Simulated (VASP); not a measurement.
# H6C2O in VASP: a series of runs

H6C2O is run at these levels: PBE+D3(BJ); tasks: single point, relaxation of the atoms.

All numbers are computed with VASP 6.6.1; they aren't measurements. Logs are shortened: lines on timing, memory, paths and dates and some standing lists are left out, and cuts for length are marked.

### Step 1. The cell of the first run

The cell holds an amorphous packing of atoms, 36 atoms: a = 7.960 Å, b = 7.960 Å, c = 7.960 Å, α = 90.00°, β = 90.00°, γ = 90.00°.

### Step 2. Single point, PBE+D3(BJ)

Input file INCAR:

```
SYSTEM = H6C2O
  ALGO = Normal
  EDIFF = 1E-6
  ENCUT = 520
  GGA = PE
  ISIF = 2
  ISMEAR = -1
  IVDW = 12
  LASPH = .TRUE.
  LCHARG = .FALSE.
  LREAL = Auto
  LWAVE = .FALSE.
  NBANDS = 64
  NELM = 80
  PREC = Accurate
  SIGMA = 0.05
```

Input file KPOINTS:

```
k-points
0
G
  1 1 1
  0 0 0
```

Input file POSCAR:

```
H6C2O
1.0
    7.9602190000      0.0000000000      0.0000000000
    0.0000000000      7.9602190000      0.0000000000
    0.0000000000      0.0000000000      7.9602190000
C O H
8 4 24
Direct
    0.4520981144      0.5542309828      0.6863755884
    0.3807056062      0.6007121161      0.8608431502
   -0.0079897299      1.0628727677      0.1147707117
   -0.0186427032      0.9957891862      0.2902809584
    0.9360169613      0.4296992331      0.3557816688
    0.8837947800      0.4527262378      0.1764901192
    0.4858534671      0.1545686117      0.7976413714
    0.2991877485      0.1224338175      0.7749912408
    0.5169204516      0.6463390015      0.9790057284
   -0.1212026956      0.8440722548      0.2784973629
    0.7077443472      0.4158553929      0.1650080230
    0.2736985000     -0.0437550776      0.6848429673
    0.4662685788      0.7326305972      1.0515916710
    0.2837233498      0.6951316289      0.8635943308
    0.3268503040      0.4785169855      0.9180400690
    0.3655929567      0.4668841397      0.6213899391
    0.4713438160      0.6636626455      0.6128977105
    0.5769313633      0.4921472638      0.7093774681
   -0.0781762411      0.7578434714      0.3464100674
    0.1103361603      0.9403133256      0.3158581441
   -0.0602998485      1.0780356671      0.4002151197
    0.0873091557      1.1640383261      0.0998464992
    0.0238686900      0.9689683161      0.0222481316
   -0.1227604416      1.1170798190      0.0561542339
    0.6587884077      0.5277367369      0.1335390396
    0.9170350715      0.5813407897      0.1142807754
    0.9315949724      0.3550404832      0.0938667642
    1.0620185198      0.4636178979      0.3740851853
    0.8581045320      0.5215434399      0.4091344723
    0.8981788064      0.3033961754      0.4110816549
    0.1541038004     -0.0297981752      0.6642279565
    0.2307097330      0.1147958366      0.9029651069
    0.2425812657      0.2364382186      0.7052946659
    0.4939060094      0.2564753558      0.8945859404
    0.5459648786      0.0433907660      0.8395623286
    0.5421333257      0.1942660120      0.6826947852
```

Potentials or basis: VASP PAW PBE potentials, release 64 (C, O, H).

Started as:

```bash
$ cat potpaw_PBE.64/C/POTCAR potpaw_PBE.64/O/POTCAR potpaw_PBE.64/H/POTCAR > POTCAR
$ mpirun -np 1 vasp_gam > vasp.out
```

OUTCAR:

```text
SYSTEM = H6C2O
   EDIFF = 1E-6
   ENCUT = 520
   GGA = PE
   ISIF = 2
   ISMEAR = -1
   IVDW = 12
   LASPH = .TRUE.
   LREAL = Auto
   NELM = 80
   PREC = Accurate
 IVDW          = 12

 ion  position               nearest neighbor table
   1  0.452  0.554  0.686-  17 1.06  16 1.11  18 1.12   2 1.55
   2  0.381  0.601  0.861-  14 1.08  15 1.16   9 1.48   1 1.55
   3  0.992  0.063  0.115-  23 1.08  22 1.11  24 1.11   4 1.50
   4  0.981  0.996  0.290-  20 1.14  21 1.14  10 1.46   3 1.50
   5  0.936  0.430  0.356-  29 1.05  28 1.05  30 1.14   6 1.50
   6  0.884  0.453  0.176-  27 1.09  26 1.17  11 1.43   5 1.50
   7  0.486  0.155  0.798-  35 1.06  36 1.07  34 1.12   8 1.52
   8  0.299  0.122  0.775-  33 1.16  32 1.16   7 1.52  12 1.52
   9  0.517  0.646  0.979-  13 0.98   2 1.48
  10  0.879  0.844  0.278-  19 0.94   4 1.46
  11  0.708  0.416  0.165-  25 1.00   6 1.43
  12  0.274  0.956  0.685-  31 0.97   8 1.52
  13  0.466  0.733  0.052-   9 0.98
  14  0.284  0.695  0.864-   2 1.08
  15  0.327  0.479  0.918-   2 1.16
  16  0.366  0.467  0.621-   1 1.11
  17  0.471  0.664  0.613-   1 1.06
  18  0.577  0.492  0.709-   1 1.12
[... 16 lines left out ...]
  35  0.546  0.043  0.840-   7 1.06
  36  0.542  0.194  0.683-   7 1.07

  LATTYP: Found a simple cubic cell.
 ALAT       =     7.9602190000

  Lattice vectors:

 A1 = (   7.9602190000,   0.0000000000,   0.0000000000)
 A2 = (   0.0000000000,   7.9602190000,   0.0000000000)
 A3 = (   0.0000000000,   0.0000000000,   7.9602190000)

Analysis of symmetry for initial positions (statically):
=====================================================================
 Subroutine PRICEL returns:
 Original cell was already a primitive cell.

 Routine SETGRP: Setting up the symmetry group for a
 simple cubic supercell.

 Subroutine GETGRP returns: Found  1 space group operations
 (whereof  1 operations were pure point group operations)
 out of a pool of 48 trial point group operations.

The static configuration has the point symmetry C_1 .

Analysis of symmetry for dynamics (positions and initial velocities):
=====================================================================
 Subroutine PRICEL returns:
 Original cell was already a primitive cell.

 Routine SETGRP: Setting up the symmetry group for a
 simple cubic supercell.

 Subroutine GETGRP returns: Found  1 space group operations
 (whereof  1 operations were pure point group operations)
 out of a pool of 48 trial point group operations.

The dynamic configuration has the point symmetry C_1 .

 Subroutine INISYM returns: Found  1 space group operations
 (whereof  1 operations are pure point group operations),
 and found     1 'primitive' translations

----------------------------------------------------------------------------------------

                                     Primitive cell

  volume of cell :     504.4000

  direct lattice vectors                    reciprocal lattice vectors
     7.960219000  0.000000000  0.000000000     0.125624684  0.000000000  0.000000000
     0.000000000  7.960219000  0.000000000     0.000000000  0.125624684  0.000000000
     0.000000000  0.000000000  7.960219000     0.000000000  0.000000000  0.125624684

  length of vectors
     7.960219000  7.960219000  7.960219000     0.125624684  0.125624684  0.125624684

  position of ions in fractional coordinates (direct lattice)
     0.452098114  0.554230983  0.686375588
     0.380705606  0.600712116  0.860843150
     0.992010270  0.062872768  0.114770712
     0.981357297  0.995789186  0.290280958
     0.936016961  0.429699233  0.355781669
     0.883794780  0.452726238  0.176490119
[... 28 lines left out ...]
     0.545964879  0.043390766  0.839562329
     0.542133326  0.194266012  0.682694785

  ion indices of the primitive-cell ions
   primitive index   ion index
                 1           1
                 2           2
                 3           3
                 4           4
                 5           5
                 6           6
[... 28 lines left out ...]
                35          35
                36          36

----------------------------------------------------------------------------------------

 KPOINTS: k-points

Automatic generation of k-mesh.
 Grid dimensions read from file:
 generate k-points for:    1    1    1

 Generating k-lattice:

  Cartesian coordinates                     Fractional coordinates (reciprocal lattice)
     0.125624684  0.000000000  0.000000000     1.000000000  0.000000000  0.000000000
     0.000000000  0.125624684  0.000000000     0.000000000  1.000000000  0.000000000
     0.000000000  0.000000000  0.125624684     0.000000000  0.000000000  1.000000000

  Length of vectors
     0.125624684  0.125624684  0.125624684

  Shift w.r.t. Gamma in fractional coordinates (k-lattice)
     0.000000000  0.000000000  0.000000000

 Subroutine IBZKPT returns following result:
 ===========================================

 Found      1 irreducible k-points:

 Following reciprocal coordinates:
            Coordinates               Weight
  0.000000  0.000000  0.000000      1.000000
   k-points           NKPTS =      1   k-points in BZ     NKDIM =      1   number of bands    NBANDS=     64
   number of dos      NEDOS =    301   number of ions     NIONS =     36
   total plane-waves  NPLWV = 216000
   dimension x,y,z NGX =    60 NGY =   60 NGZ =   60
   dimension x,y,z NGXF=   120 NGYF=  120 NGZF=  120
   ions per type =               8   4  24
   NGX,Y,Z   is equivalent  to a cutoff of  12.53, 12.53, 12.53 a.u.
   NGXF,Y,Z  is equivalent  to a cutoff of  25.06, 25.06, 25.06 a.u.
 SYSTEM =  H6C2O
   PREC   = accura    normal or accurate (medium, high low for compatibility)
   ISTART =      0    job   : 0-new  1-cont  2-samecut
   ICHARG =      2    charge: 1-file 2-atom 10-const
   ISPIN  =      1    spin polarized calculation?
   LNONCOLLINEAR =      F non collinear calculations
   LSORBIT =      F    spin-orbit coupling
   LASPH  =      T    aspherical Exc in radial PAW
   ENCUT  =  520.0 eV  38.22 Ry    6.18 a.u.  14.80 14.80 14.80*2*pi/ulx,y,z
   NELM   =     80;   NELMIN=  2; NELMDL= -5     # of ELM steps
   EDIFF  = 0.1E-05   stopping-criterion for ELM
   LREAL  =      T    real-space projection
   EDIFFG = 0.1E-04   stopping-criterion for IOM
   NSW    =      0    number of steps for IOM
   IBRION =     -1    ionic relax: 0-MD 1-quasi-New 2-CG
   NFREE  =      0    steps in history (QN), initial steepest desc. (CG)
   ISIF   =      2    stress and relaxation
   ISYM   =      2    0-nonsym 1-usesym 2-fastsym
   POTIM  = 0.5000    time-step for ionic-motion
   TEBEG  =    0.0;   TEEND  =   0.0 temperature during run
   PSTRESS=    0.0 pullay stress
   NELECT =      80.0000    total number of electrons
   NUPDOWN=      -1.0000    fix difference up-down
   EMIN   =  10.00;   EMAX   =-10.00  energy-range for DOS
   EFERMI =   0.00;   METHOD = LEGACY
   ISMEAR =    -1;   SIGMA  =   0.05  broadening in eV -4-tet -1-fermi 0-gaus
   EFERMI_NEDOS =   21; number of points for ismear=-14 and -15
   IALGO  =     38    algorithm
   IMIX   =      4    mixing-type and parameters
     AMIX     =   0.40;   BMIX     =  1.00
     AMIX_MAG =   1.60;   BMIX_MAG =  1.00
  volume/ion in A,a.u.               =      14.01        94.55
  Fermi-wavevector in a.u.,A,eV,Ry     =   0.886162  1.674603 10.684426  0.785283
  Thomas-Fermi vector in A             =   2.007292
   LORBIT       =      0    0 simple, 1 ext, 2 COOP (PROOUT), +10 PAW based schemes
   GGA     = PE    functional components
   LHFCALC =     F    Hartree Fock is set to
   AEXX    =    0.0000 exact exchange contribution
   IVDW    =    12    specifies the selected vdW correction
   LEPSILON=     F    determine dielectric tensor
   LRPA    =     F    only Hartree local field effects (RPA)
 non-spin polarized calculation
  energy-cutoff  :      520.00
  volume of cell :      504.40
 maximum number of plane-waves:      6807
 NGX is ok and might be reduce to    60
   NGX = 29   NGY = 29   NGZ = 29

 number of electron      80.0000002 magnetization

 Free energy of the ion-electron system (eV)
  ---------------------------------------------------
  ext. energy  EPLUGINS =         0.00000000
  ---------------------------------------------------
  free energy    TOTEN  =      -186.06112511 eV

  energy without entropy =     -186.06112511  energy(sigma->0) =     -186.06112511

 E-fermi :  -1.9861     XC(G=0):  -5.4673

 val. band max:       -3.2470338993   @ k =   0.0000   0.0000   0.0000
 cond. band min:       0.8338378216   @ k =   0.0000   0.0000   0.0000
 fundamental gap:      4.0808717209
 Fermi energy:        -1.9860885933

 k-point     1 :       0.0000    0.0000    0.0000
  band No.  band energies     occupation
      1     -23.1262      2.00000
      2     -22.9560      2.00000
      3     -22.8292      2.00000
      4     -22.3537      2.00000
      5     -16.4198      2.00000
      6     -16.2420      2.00000
[... 44 lines left out ...]
     51       3.9812      0.00000
     52       4.1562      0.00000
 [bands above 52 left out]

------------------------ aborting loop because EDIFF is reached ----------------------------------------

 Edisp (eV)   -1.07019

 E8    (eV) :    -0.2417

  FORCE on cell =-STRESS in cart. coord.  units (eV):
  Direction    XX          YY          ZZ          XY          YZ          ZX
  --------------------------------------------------------------------------------------
  -------------------------------------------------------------------------------------
  Total       2.51906    -3.10610    -3.07174    -1.56233    -0.26671     1.29119
  in kB       8.00154    -9.86622    -9.75709    -4.96258    -0.84718     4.10134
  external pressure =       -3.87 kB  Pullay stress =        0.00 kB

 VOLUME and BASIS-vectors are now :
 -----------------------------------------------------------------------------
  energy-cutoff  :      520.00
  volume of cell :      504.40
      direct lattice vectors                 reciprocal lattice vectors
     7.960219000  0.000000000  0.000000000     0.125624684  0.000000000  0.000000000
     0.000000000  7.960219000  0.000000000     0.000000000  0.125624684  0.000000000
     0.000000000  0.000000000  7.960219000     0.000000000  0.000000000  0.125624684

 POSITION                                       TOTAL-FORCE (eV/Angst)
 -----------------------------------------------------------------------------------
      3.59880      4.41180      5.46370         0.227432     -0.624842      1.573897
      3.03050      4.78180      6.85250         0.583246     -2.698532      0.910085
      7.89662      0.50048      0.91360        -0.344230      1.815874     -0.970368
      7.81182      7.92670      2.31070         1.031903     -2.145225      0.523638
      7.45090      3.42050      2.83210        -1.020301     -1.095970     -0.435818
      7.03520      3.60380      1.40490         0.128012     -0.362335     -2.006436
[... 28 lines left out ...]
      4.34600      0.34540      6.68310         0.665781     -1.024240      0.623694
      4.31550      1.54640      5.43440         0.455344      0.348273     -0.837776
 -----------------------------------------------------------------------------------
    total drift:                               -0.003292     -0.005408     -0.014496

  FREE ENERGIE OF THE ION-ELECTRON SYSTEM (eV)
  ---------------------------------------------------
  free  energy   TOTEN  =      -187.1313110099 eV

  energy  without entropy=     -187.1313110099  energy(sigma->0) =     -187.13131101
```

Run time: 2.2 min. Hardware: 1 thread of AMD EPYC 7R13, shared host; peak memory 0.41 GiB.

What came out:

* Free energy: -187.1313 eV
* Pressure: -0.4 GPa
* Largest force: 2.907 eV/Å
* Band gap on the k mesh: 4.08 eV
* Dispersion energy per atom: -0.030 eV

Forces in eV/Å, atoms in the order of the input:
```
C    0.227 -0.625  1.574
C    0.583 -2.699  0.910
C   -0.344  1.816 -0.970
C    1.032 -2.145  0.524
C   -1.020 -1.096 -0.436
C    0.128 -0.362 -2.006
C   -1.488  0.985  0.977
C   -0.492 -0.112  0.340
O   -0.814  0.990 -0.318
O   -1.380  1.665 -0.887
O   -0.818  1.955 -0.176
O   -0.311  2.216  0.720
H    0.449 -0.290 -0.259
H   -0.298  0.531 -0.304
H    0.148  1.131 -0.590
H    0.278  0.210  0.098
H    0.183  1.018 -0.796
H   -0.777  0.220 -0.305
H    0.754 -1.099  1.208
H   -0.519  1.002  0.329
H    0.270 -0.516 -1.269
H   -0.183 -0.352  0.365
H    0.436 -0.902  0.072
H   -0.082 -0.128  0.796
H   -0.336 -1.320 -0.022
H   -0.376 -1.418  1.114
H    0.925  0.174 -0.125
H    1.832  0.085  0.488
H   -0.959  1.173  1.700
H    0.499  1.181 -0.635
H   -0.185 -0.679 -0.379
H    0.826  0.009 -1.373
H    0.253 -1.366  0.333
H    0.437 -0.577 -0.483
H    0.666 -1.024  0.624
H    0.455  0.348 -0.838
```

Caveat: the k points lie up to 0.79 Å⁻¹ apart.

### Step 3. Relaxation of the atoms, PBE+D3(BJ)

Input file INCAR:

```
ALGO = Normal
EDIFF = 1E-6
EDIFFG = -0.3
ENCUT = 520
GGA = PE
IBRION = 2
ISIF = 2
ISMEAR = -1
IVDW = 12
LASPH = True
LCHARG = False
LREAL = Auto
LWAVE = False
NELM = 100
NSW = 35
PREC = Accurate
SIGMA = 0.05
```

Input file KPOINTS:

```
k-points
0
Gamma
  1 1 1
```

Input file POSCAR:

```
H6C2O
1.0
    7.9602190000      0.0000000000      0.0000000000
    0.0000000000      7.9602190000      0.0000000000
    0.0000000000      0.0000000000      7.9602190000
C O H
8 4 24
Direct
    0.3102000000      0.6255195000      0.6896790000
    0.2986676000      0.6541150000      0.8770959000
    0.0402945000      0.9971791000      0.1893578000
    0.0156948000      1.0320965000      0.3744293000
    1.0252034000      0.4368960000      0.1861954000
    0.8417230000      0.4828059000      0.1687882000
    0.5135857000      0.0861717000      0.7577589000
    0.3614618000      0.1955514000      0.7889071000
    0.3822466000      0.5169279000      0.9566164000
    0.0062820000      0.8734057000      0.4572417000
    0.7468747000      0.3341924000      0.2011467000
    0.2178051000      0.0884185000      0.7850951000
    0.3754490000      0.5342763000      1.0772077000
    0.3580262000      0.7742141000      0.9106158000
    0.1663690000      0.6606572000      0.9161486000
    0.2480523000      0.7270737000      0.6212002000
    0.4416777000      0.6201223000      0.6510132000
    0.2502479000      0.5067001000      0.6565394000
   -0.0095392000      0.8946517000      0.5763540000
    0.1210050000      1.1070113000      0.4230953000
   -0.0999339000      1.1049902000      0.3941095000
    0.0485142000      1.1145649000      0.1185204000
    0.1557340000      0.9256963000      0.1700062000
   -0.0649429000      0.9236777000      0.1410547000
    0.6286966000      0.3625495000      0.1902260000
    0.8090054000      0.5827278000      0.2583204000
    0.8165482000      0.5307597000      0.0417547000
    1.1049938000      0.5462050000      0.1627442000
    1.0501384000      0.3903043000      0.3127577000
    1.0576723000      0.3383979000      0.0964489000
    0.1193659000      0.1577169000      0.8050172000
    0.3726223000      0.2588388000      0.9111404000
    0.3526243000      0.2934551000      0.6919144000
    0.6285088000      0.1613759000      0.7591504000
    0.5227113000     -0.0103012000      0.8548169000
    0.5027369000      0.0242741000      0.6358509000
```

Potentials or basis: VASP PAW PBE potentials, release 64 (C, O, H).

Started as:

```bash
$ cat potpaw_PBE.64/C/POTCAR potpaw_PBE.64/O/POTCAR potpaw_PBE.64/H/POTCAR > POTCAR
$ mpirun -np 1 vasp_gam > vasp.out
```

Run time: 11 min. Hardware: 1 thread of AMD EPYC 7R13, shared host; peak memory 0.5 GiB.

Results (log left out):

```yaml
Free_energy: -188.5713 eV
Energy_gained_by_relaxing: 3.1 meV/atom
Ionic_steps: 8
Pressure_after_relaxing: -0.2 GPa
Largest_force_after_relaxing: 0.236 eV/Å
Band_gap_on_the_k_mesh: 4.35 eV
Dispersion_energy_per_atom: -0.030 eV
```

Forces in eV/Å, atoms in the order of the input:
```
C    0.026  0.026  0.233
C   -0.005  0.101 -0.004
C   -0.029 -0.014  0.090
C    0.016  0.009 -0.077
C   -0.117  0.055 -0.014
C    0.068  0.076  0.003
C   -0.211  0.033  0.086
C    0.077  0.111 -0.079
O    0.063  0.046 -0.019
O   -0.062 -0.006  0.008
O    0.042  0.029  0.041
O    0.078 -0.029 -0.064
H   -0.116  0.176  0.003
H   -0.114  0.075 -0.074
H    0.145 -0.024 -0.030
H    0.119 -0.038  0.091
H   -0.115  0.037 -0.037
H    0.005  0.088 -0.040
H    0.080  0.032  0.069
H   -0.141 -0.125 -0.057
H    0.152 -0.094 -0.045
H   -0.003 -0.041 -0.001
H   -0.093 -0.052  0.006
H    0.110 -0.056  0.044
H    0.006  0.020 -0.091
H   -0.017 -0.056 -0.103
H    0.010 -0.007  0.162
H   -0.082  0.054  0.092
H    0.001  0.055 -0.089
H    0.049  0.113  0.019
H   -0.002 -0.021  0.044
H   -0.057 -0.214  0.015
H   -0.004 -0.106 -0.087
H   -0.161 -0.094 -0.040
H    0.141 -0.085 -0.105
H    0.141 -0.073  0.050
```

Stress tensor (GPa, compression positive):
```
-0.69 -0.16 -0.21
-0.16  0.54 -0.02
-0.21 -0.02 -0.55
```

The path:
```csv
step,energy change (eV),largest force (eV/Å),pressure (GPa)
1,0.0000,0.7207,0.94
2,0.0370,1.4409,0.35
3,-0.0323,0.5951,0.68
4,-0.0538,0.8188,-0.11
5,-0.0561,0.6235,0.07
6,-0.0809,0.3108,-0.08
7,-0.0876,0.3779,-0.21
8,-0.1114,0.2355,-0.24
```

Final structure:
```
CELL_PARAMETERS angstrom
7.96022 0.00000 0.00000
0.00000 7.96022 0.00000
0.00000 0.00000 7.96022
ATOMIC_POSITIONS crystal
C 0.31022 0.62755 0.68800
C 0.29891 0.65640 0.87673
C 0.04058 0.99432 0.18902
C 0.01530 0.03163 0.37454
C 0.02576 0.43904 0.18704
C 0.84130 0.48438 0.16902
C 0.51578 0.08311 0.75613
C 0.36147 0.18983 0.78819
O 0.38714 0.52250 0.96305
O 0.00480 0.87192 0.45972
O 0.74480 0.33429 0.20148
O 0.21217 0.08587 0.78129
H 0.37343 0.53757 0.08334
H 0.35719 0.77689 0.91113
H 0.16558 0.66066 0.91687
H 0.24720 0.72972 0.61910
H 0.44296 0.62032 0.64915
H 0.24823 0.50902 0.65367
H 0.99282 0.89424 0.57905
H 0.12237 0.10575 0.42493
H 0.89863 0.10545 0.39335
H 0.04824 0.11099 0.11730
H 0.15794 0.92439 0.16847
H 0.93352 0.92230 0.13918
H 0.62651 0.36083 0.18807
H 0.80911 0.58480 0.25987
H 0.81527 0.53079 0.04022
H 0.10470 0.54961 0.16442
H 0.05194 0.39046 0.31381
H 0.06003 0.34218 0.09508
H 0.11764 0.15861 0.80707
H 0.37077 0.25616 0.90904
H 0.35311 0.29024 0.69338
H 0.62959 0.16208 0.75913
H 0.52608 0.98779 0.85547
H 0.50524 0.02156 0.63297
```

Levels at points of the mesh, in eV from the valence-band top:
```
           k point  band 38  band 39  band 40  band 41  band 42  band 43
(0.00, 0.00, 0.00)    -0.29    -0.14     0.00     4.35     5.00     5.91
```

Caveat: the k points lie up to 0.79 Å⁻¹ apart; the relaxation stopped at a loose force limit of 0.3 eV/Å, so its end isn't a converged minimum.
